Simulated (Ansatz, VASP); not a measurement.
**K in VASP and in Ansatz**

```
CELL_PARAMETERS angstrom
-2.73087 2.73087 2.73087
2.73087 -2.73087 2.73087
2.73087 2.73087 -2.73087
ATOMIC_POSITIONS crystal
K 0.00000 0.00000 0.00000
```

Alike in both runs: task single point; functional BLYP; k mesh 14 × 14 × 14; occupations fermi-dirac, width 0.1 eV; no spin polarisation.

|  | VASP | Ansatz |
| --- | --- | --- |
| version | VASP 6.6.1 | Ansatz 0.2.0 |
| potentials or method | VASP PAW PBE potentials, release 64 (K_sv), cutoff 520 eV | plane waves (420 eV) with PAW, scalar-relativistic |
| valence electrons in the cell | 9 | 9 |

```tsv
	VASP	Ansatz	Ansatz less VASP
pressure (GPa)	-0.2	-0.2	+0.01
```

VASP's potentials were made for PBE, not for BLYP.
